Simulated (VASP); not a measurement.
A run of VASP 6.6.1 is set up as follows.

Contents of POSCAR:

```
Si7Ge
1.0
    5.6046676412      0.0000000000      0.0000000000
    0.0000000000      5.6046676412      0.0000000000
    0.0000000000      0.0000000000      5.4679684304
Si Ge
7 1
Direct
    0.2524307582      0.2524307582      0.2524307582
    0.0000000000      0.5000000000      0.5000000000
    0.5000000000      0.5000000000      0.0000000000
    0.5000000000      0.0000000000      0.5000000000
    0.7475692418      0.2524307582      0.7475692418
    0.7475692418      0.7475692418      0.2524307582
    0.2524307582      0.7475692418      0.7475692418
    0.0000000000      0.0000000000      0.0000000000
```

The input INCAR.step1:

```
SYSTEM = Si7Ge
PREC = Accurate
ENCUT = 520
ISMEAR = 0
SIGMA = 0.05
LREAL = .False.
LASPH = .True.
NELM = 60
NBANDS = 31
GGA = PE
ALGO = Normal
EDIFF = 1E-4
LWAVE = .True.
LCHARG = .False.
```

The input INCAR.step2:

```
SYSTEM = Si7Ge
PREC = Accurate
ENCUT = 520
EDIFF = 1E-6
ISMEAR = 0
SIGMA = 0.05
LREAL = .False.
LASPH = .True.
NELM = 60
ALGO = Normal
ISIF = 2
LWAVE = .False.
LCHARG = .False.
METAGGA = R2SCAN
LMIXTAU = .True.
NBANDS = 31
ISTART = 1
```

Contents of KPOINTS:

```
regular mesh
0
Gamma
  6 6 6
  0 0 0
```

Potentials or basis: VASP PAW PBE potentials, release 64 (Si, Ge_d).

Run with:

```bash
$ cat potpaw_PBE.64/Si/POTCAR potpaw_PBE.64/Ge_d/POTCAR > POTCAR
$ cp INCAR.step1 INCAR
$ mpirun -np 1 vasp_std > vasp.out
$ cp INCAR.step2 INCAR
$ mpirun -np 1 vasp_std > vasp.out
```

Problem. Estimate the band gap on the k mesh.

Solution. 0.55 eV, direct.

Problem. Predict the pressure.

Solution. -4.3 GPa.

Stress tensor (GPa, compression positive):
```
-5.14  0.00  0.00
 0.00 -5.14  0.00
 0.00  0.00 -2.71
```

Caveat: the cell differs from its parent crystal (strain +0.025 along x and y, +0.000 along z); the PAW data sets were made with another functional, which shifts forces and pressure a little. A k mesh can miss the band edges.
